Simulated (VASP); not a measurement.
# Al (Fm-3m) in VASP: notebook

Al is run at these levels: PBEsol, LDA, revPBE, PBE, RPBE; tasks: single point.

All numbers are computed with VASP 6.6.1; they aren't measurements. Logs are shortened: lines on timing, memory, paths and dates and some standing lists are left out, and cuts for length are marked.

## Step 1: The cell of the first run

The structure is cubic, space group Fm-3m (No. 225). Conventional cell: a = 4.050 Å, b = 4.050 Å, c = 4.050 Å, α = 90.00°, β = 90.00°, γ = 90.00°. Al (site symmetry m-3m) has 12 Al at 2.86 Å within 3.8 Å.

## Step 2: Single point, PBEsol

INCAR reads:

```
  PREC = Accurate
  ENCUT = 500
  EDIFF = 1E-6
  ISMEAR = 1
  SIGMA = 0.05
  LREAL = F
  LASPH = T
  NELM = 120
  ALGO = Normal
  ISIF = 2
  LWAVE = F
  LCHARG = T
  GGA = PS
  LELF = T
  LVHAR = T
  NBANDS = 8
  GGA_COMPAT = F
```

KPOINTS reads:

```
regular mesh
0
Gamma
  14 14 14
```

POSCAR reads:

```
Al
1.0
    0.0000000000      2.0248050000      2.0248050000
    2.0248050000      0.0000000000      2.0248050000
    2.0248050000      2.0248050000      0.0000000000
Al
1
Direct
    0.0000000000      0.0000000000      0.0000000000
```

Potentials or basis: VASP PAW PBE potentials, release 64 (Al).

Run with:

```console
> cat potpaw_PBE.64/Al/POTCAR > POTCAR
> mpirun -np 1 vasp_std > vasp.out
```

OUTCAR:

```text
PREC = Accurate
   ENCUT = 500
   EDIFF = 1E-6
   ISMEAR = 1
   LREAL = F
   LASPH = T
   NELM = 120
   ISIF = 2
   GGA = PS

 ion  position               nearest neighbor table
   1  0.000  0.000  0.000-

  LATTYP: Found a face centered cubic cell.
 ALAT       =     4.0496100000

  Lattice vectors:

 A1 = (   0.0000000000,   2.0248050000,   2.0248050000)
 A2 = (   2.0248050000,   0.0000000000,   2.0248050000)
 A3 = (   2.0248050000,   2.0248050000,   0.0000000000)

Analysis of symmetry for initial positions (statically):
=====================================================================
 Subroutine PRICEL returns:
 Original cell was already a primitive cell.

 Routine SETGRP: Setting up the symmetry group for a
 face centered cubic supercell.

 Subroutine GETGRP returns: Found 48 space group operations
 (whereof 48 operations were pure point group operations)
 out of a pool of 48 trial point group operations.

The static configuration has the point symmetry O_h .

Analysis of symmetry for dynamics (positions and initial velocities):
=====================================================================
 Subroutine PRICEL returns:
 Original cell was already a primitive cell.

 Routine SETGRP: Setting up the symmetry group for a
 face centered cubic supercell.

 Subroutine GETGRP returns: Found 48 space group operations
 (whereof 48 operations were pure point group operations)
 out of a pool of 48 trial point group operations.

The dynamic configuration has the point symmetry O_h .

 Subroutine INISYM returns: Found 48 space group operations
 (whereof 48 operations are pure point group operations),
 and found     1 'primitive' translations

----------------------------------------------------------------------------------------

                                     Primitive cell

  volume of cell :      16.6027

  direct lattice vectors                    reciprocal lattice vectors
     0.000000000  2.024805000  2.024805000    -0.246937359  0.246937359  0.246937359
     2.024805000  0.000000000  2.024805000     0.246937359 -0.246937359  0.246937359
     2.024805000  2.024805000  0.000000000     0.246937359  0.246937359 -0.246937359

  length of vectors
     2.863506692  2.863506692  2.863506692     0.427708053  0.427708053  0.427708053

  position of ions in fractional coordinates (direct lattice)
     0.000000000  0.000000000  0.000000000

  ion indices of the primitive-cell ions
   primitive index   ion index
                 1           1

----------------------------------------------------------------------------------------

 KPOINTS: regular mesh

Automatic generation of k-mesh.
 Grid dimensions read from file:
 generate k-points for:   14   14   14

 Generating k-lattice:

  Cartesian coordinates                     Fractional coordinates (reciprocal lattice)
    -0.017638383  0.017638383  0.017638383     0.071428571  0.000000000  0.000000000
     0.017638383 -0.017638383  0.017638383     0.000000000  0.071428571  0.000000000
     0.017638383  0.017638383 -0.017638383     0.000000000  0.000000000  0.071428571

  Length of vectors
     0.030550575  0.030550575  0.030550575

  Shift w.r.t. Gamma in fractional coordinates (k-lattice)
     0.000000000  0.000000000  0.000000000

 Subroutine IBZKPT returns following result:
 ===========================================

 Found    104 irreducible k-points:

 Following reciprocal coordinates:
            Coordinates               Weight
  0.000000  0.000000  0.000000      1.000000
  0.071429  0.000000  0.000000      8.000000
  0.142857  0.000000  0.000000      8.000000
  0.214286  0.000000  0.000000      8.000000
  0.285714  0.000000  0.000000      8.000000
  0.357143  0.000000  0.000000      8.000000
[... 16 lines left out ...]
  0.214286  0.142857  0.000000     24.000000
  0.285714  0.142857  0.000000     24.000000
 [... further k-points ...]
   k-points           NKPTS =    104   k-points in BZ     NKDIM =    104   number of bands    NBANDS=      8
   number of dos      NEDOS =    301   number of ions     NIONS =      1
   total plane-waves  NPLWV =  13824
   dimension x,y,z NGX =    24 NGY =   24 NGZ =   24
   dimension x,y,z NGXF=    48 NGYF=   48 NGZF=   48
   ions per type =               1
   NGX,Y,Z   is equivalent  to a cutoff of  13.93, 13.93, 13.93 a.u.
   NGXF,Y,Z  is equivalent  to a cutoff of  27.87, 27.87, 27.87 a.u.
 SYSTEM =  unknown system
   PREC   = accura    normal or accurate (medium, high low for compatibility)
   ISTART =      0    job   : 0-new  1-cont  2-samecut
   ICHARG =      2    charge: 1-file 2-atom 10-const
   ISPIN  =      1    spin polarized calculation?
   LNONCOLLINEAR =      F non collinear calculations
   LSORBIT =      F    spin-orbit coupling
   LASPH  =      T    aspherical Exc in radial PAW
   ENCUT  =  500.0 eV  36.75 Ry    6.06 a.u.   5.22  5.22  5.22*2*pi/ulx,y,z
   NELM   =    120;   NELMIN=  2; NELMDL= -5     # of ELM steps
   EDIFF  = 0.1E-05   stopping-criterion for ELM
   LREAL  =      F    real-space projection
   EDIFFG = 0.1E-04   stopping-criterion for IOM
   NSW    =      0    number of steps for IOM
   IBRION =     -1    ionic relax: 0-MD 1-quasi-New 2-CG
   NFREE  =      0    steps in history (QN), initial steepest desc. (CG)
   ISIF   =      2    stress and relaxation
   ISYM   =      2    0-nonsym 1-usesym 2-fastsym
   POTIM  = 0.5000    time-step for ionic-motion
   TEBEG  =    0.0;   TEEND  =   0.0 temperature during run
   PSTRESS=    0.0 pullay stress
   NELECT =       3.0000    total number of electrons
   NUPDOWN=      -1.0000    fix difference up-down
   EMIN   =  10.00;   EMAX   =-10.00  energy-range for DOS
   EFERMI =   0.00;   METHOD = LEGACY
   ISMEAR =     1;   SIGMA  =   0.05  broadening in eV -4-tet -1-fermi 0-gaus
   EFERMI_NEDOS =   21; number of points for ismear=-14 and -15
   IALGO  =     38    algorithm
   IMIX   =      4    mixing-type and parameters
     AMIX     =   0.40;   BMIX     =  1.00
     AMIX_MAG =   1.60;   BMIX_MAG =  1.00
  volume/ion in A,a.u.               =      16.60       112.04
  Fermi-wavevector in a.u.,A,eV,Ry     =   0.925526  1.748991 11.654733  0.856599
  Thomas-Fermi vector in A             =   2.051390
   LORBIT       =      0    0 simple, 1 ext, 2 COOP (PROOUT), +10 PAW based schemes
   GGA     = PS    functional components
   LHFCALC =     F    Hartree Fock is set to
   AEXX    =    0.0000 exact exchange contribution
   IVDW    =     0    specifies the selected vdW correction
   LEPSILON=     F    determine dielectric tensor
   LRPA    =     F    only Hartree local field effects (RPA)
 non-spin polarized calculation
 Methfessel and Paxton  Order N= 1 SIGMA  =   0.05
  energy-cutoff  :      500.00
  volume of cell :       16.60
 maximum number of plane-waves:       444
 NGX is ok and might be reduce to    24
   NGX = 11   NGY = 11   NGZ = 11

 number of electron       3.0000000 magnetization

 Free energy of the ion-electron system (eV)
  ---------------------------------------------------
  ext. energy  EPLUGINS =         0.00000000
  ---------------------------------------------------
  free energy    TOTEN  =        -4.08186446 eV

  energy without entropy =       -4.08189983  energy(sigma->0) =       -4.08187625

 E-fermi :   7.8641     XC(G=0): -10.2347

 val. band max:        7.8518283209   @ k =  -0.3571   0.4286   0.2143
 cond. band min:       7.8966886571   @ k =   0.5000   0.2857   0.0000
 fundamental gap:      0.0448603363
 Fermi energy:         7.8641487698

 k-point     1 :       0.0000    0.0000    0.0000
  band No.  band energies     occupation
      1      -3.2020      2.00000
      2      20.4458      0.00000
      3      20.4458      0.00000
      4      20.4458      0.00000
      5      21.8896      0.00000
      6      21.8896      0.00000
      7      21.8896      0.00000
      8      24.3234      0.00000

 k-point     2 :       0.0714    0.0000    0.0000
  band No.  band energies     occupation
      1      -3.0640      2.00000
      2      18.3116      0.00000
      3      19.9822      0.00000
      4      19.9822      0.00000
      5      22.5528      0.00000
      6      22.5652      0.00000
      7      22.5652      0.00000
      8      25.6988      0.00000

 k-point     3 :       0.1429    0.0000    0.0000
  band No.  band energies     occupation
      1      -2.6506      2.00000
      2      15.4405      0.00000
      3      19.3472      0.00000
      4      19.3472      0.00000
      5      22.4757      0.00000
      6      23.6841      0.00000
      7      23.6841      0.00000
      8      25.1861      0.00000

 k-point     4 :       0.2143    0.0000    0.0000
  band No.  band energies     occupation
      1      -1.9642      2.00000
      2      12.6434      0.00000
      3      18.8815      0.00000
      4      18.8815      0.00000
      5      22.2540      0.00000
      6      23.1910      0.00000
      7      23.1910      0.00000
      8      25.8134      0.00000

 k-point     5 :       0.2857    0.0000    0.0000
  band No.  band energies     occupation
      1      -1.0089      2.00000
      2      10.0156      0.00000
      3      18.6310      0.00000
      4      18.6310      0.00000
      5      21.9322      0.00000
      6      21.9322      0.00000
      7      22.1312      0.00000
      8      25.9305      0.00000
[... 177 lines left out ...]
 k-point    22 :       0.1429    0.1429    0.0000
  band No.  band energies     occupation
      1      -2.4672      2.00000
      2      17.3439      0.00000
      3      17.3439      0.00000
      4      17.5746      0.00000
      5      20.4687      0.00000
      6      21.5211      0.00000
      7      26.0188      0.00000
      8      26.0188      0.00000

 k-point    23 :       0.2143    0.1429    0.0000
  band No.  band energies     occupation
      1      -1.9642      2.00000
      2      14.8171      0.00000
      3      16.6864      0.00000
      4      17.9290      0.00000
      5      19.7252      0.00000
      6      20.7135      0.00000
      7      26.5302      0.00000
      8      26.8276      0.00000

 k-point    24 :       0.2857    0.1429    0.0000
  band No.  band energies     occupation
      1      -1.1904      2.00000
      2      12.1463      0.00000
      3      16.2626      0.00000
      4      17.8017      0.00000
      5      18.2041      0.00000
      6      22.0617      0.00000
      7      25.9601      0.00000
      8      26.5340      0.00000

 [... further k-points ...]

------------------------ aborting loop because EDIFF is reached ----------------------------------------

  FORCE on cell =-STRESS in cart. coord.  units (eV):
  Direction    XX          YY          ZZ          XY          YZ          ZX
  --------------------------------------------------------------------------------------
  -------------------------------------------------------------------------------------
  Total       -0.2301547     -0.2301547     -0.2301547     -0.0000000     -0.0000000      0.0000000
  in kB      -22.2101128    -22.2101128    -22.2101128     -0.0000000     -0.0000000      0.0000000
  external PRESSURE =     -22.2101128 kB  Pullay stress =       0.0000000 kB

 VOLUME and BASIS-vectors are now :
 -----------------------------------------------------------------------------
  energy-cutoff  :      500.00
  volume of cell :       16.60
      direct lattice vectors                 reciprocal lattice vectors
     0.000000000  2.024805000  2.024805000    -0.246937359  0.246937359  0.246937359
     2.024805000  0.000000000  2.024805000     0.246937359 -0.246937359  0.246937359
     2.024805000  2.024805000  0.000000000     0.246937359  0.246937359 -0.246937359

 POSITION                                       TOTAL-FORCE (eV/Angst)
 -----------------------------------------------------------------------------------
      0.00000      0.00000      0.00000         0.000000      0.000000     -0.000000
 -----------------------------------------------------------------------------------
    total drift:                               -0.000000     -0.000000     -0.000000

  FREE ENERGIE OF THE ION-ELECTRON SYSTEM (eV)
  ---------------------------------------------------
  free  energy   TOTEN  =        -4.0818644624 eV

  energy  without entropy=       -4.0818998306  energy(sigma->0) =       -4.08187625
```

It took 16 s on 1 thread of Intel Xeon 8259CL, shared host; peak memory 0.14 GiB.

Results:

| Property | Result |
| --- | --- |
| Free energy | -4.0819 eV |
| Pressure | -2.2 GPa |
| Band gap on the k mesh | zero (an odd number of electrons rules out a gap without spin polarisation) |

Caveat: the PAW data sets were made with another functional, which shifts forces and pressure a little.

## Step 3: Single point, LDA

INCAR reads:

```
SYSTEM = Al
  ALGO = Normal
  EDIFF = 1E-6
  ENCUT = 500
  GGA_COMPAT = .FALSE.
  ISIF = 2
  ISMEAR = 1
  LASPH = .TRUE.
  LCHARG = .TRUE.
  LELF = .TRUE.
  LREAL = .FALSE.
  LVHAR = .TRUE.
  LWAVE = .FALSE.
  NBANDS = 8
  NELM = 120
  PREC = Accurate
  SIGMA = 0.05
```

KPOINTS reads:

```
k-points
0
G
  14 14 14
  0 0 0
```

POSCAR is that of step 2.

Potentials or basis: VASP PAW LDA potentials, release 64 (Al).

Run with:

```console
> cat potpaw_LDA.64/Al/POTCAR > POTCAR
> mpirun -np 1 vasp_std > vasp.out
```

Run time: 15 s. Hardware: 1 thread of Intel Xeon 8259CL, shared host; peak memory 0.12 GiB.

It converged, with:

* Free energy: -4.1737 eV
* Pressure: -4.0 GPa
* Band gap on the k mesh: zero (an odd number of electrons rules out a gap without spin polarisation)

Levels at points of the mesh, in eV from the Fermi level:
```tsv
k point	band 1	band 2	band 3	band 4	band 5
(0.00, 0.00, 0.00)	-11.05	12.55	12.55	12.55	13.82
(0.50, 0.00, 0.00)	-4.51	-4.38	11.18	11.18	11.42
(0.50, 0.50, 0.00)	-2.87	-1.60	5.31	5.51	5.51
```

Caveat: the cell stands under tension.

(Continued in part 2 of 2.)

The gap in the log of VASP goes by the Fermi energy; the results here count the filled bands.